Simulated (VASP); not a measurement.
Here is a VASP 6.6.1 calculation.

The input INCAR:

```
SYSTEM = SrO
PREC     = Accurate       ! precision mode
ENCUT    = 520            ! plane-wave cutoff, eV
EDIFF    = 1E-6           ! SCF threshold, eV
ISMEAR   = 0              ! smearing method
SIGMA    = 0.01           ! smearing width, eV
LREAL    = .False.        ! projectors in reciprocal space
LASPH    = .True.         ! aspherical terms in the spheres
NELM     = 60             ! most SCF steps
ALGO     = Normal         ! electronic algorithm
ISIF     = 2              ! what is computed and relaxed
LWAVE    = .False.        ! write WAVECAR
LCHARG   = .True.         ! write CHGCAR
GGA      = PE             ! functional
LELF     = .True.         ! ELF
LVHAR    = .True.       
NBANDS   = 24             ! bands
```

The input KPOINTS:

```
Automatic mesh
0
Gamma
  6 6 4
  0 0 0
```

Contents of POSCAR:

```
SrO
1.0
    3.6592831350      0.0000000000      0.0000000000
   -1.8296415675      3.1690321546      0.0000000000
    0.0000000000      0.0000000000      6.4314515948
Sr O
2 2
Direct
    0.0000000000      0.0000000000      0.0000000000
    0.0000000000      0.0000000000      0.5000000000
    0.3333333333      0.6666666667      0.2500000000
    0.6666666667      0.3333333333      0.7500000000
```

Potentials or basis: VASP PAW PBE potentials, release 64 (Sr_sv, O).

Launch:

```bash
$ cat potpaw_PBE.64/Sr_sv/POTCAR potpaw_PBE.64/O/POTCAR > POTCAR
$ mpirun -np 1 vasp_std > vasp.out
```

Problem. Predict the pressure.

Solution. -3.7 GPa.

Problem. Estimate the band gap on the k mesh.

Solution. 3.11 eV, direct.

Stress tensor (GPa, compression positive):
```
-3.63  0.00  0.00
 0.00 -3.63  0.00
 0.00  0.00 -3.98
```

 A k mesh can miss the band edges.
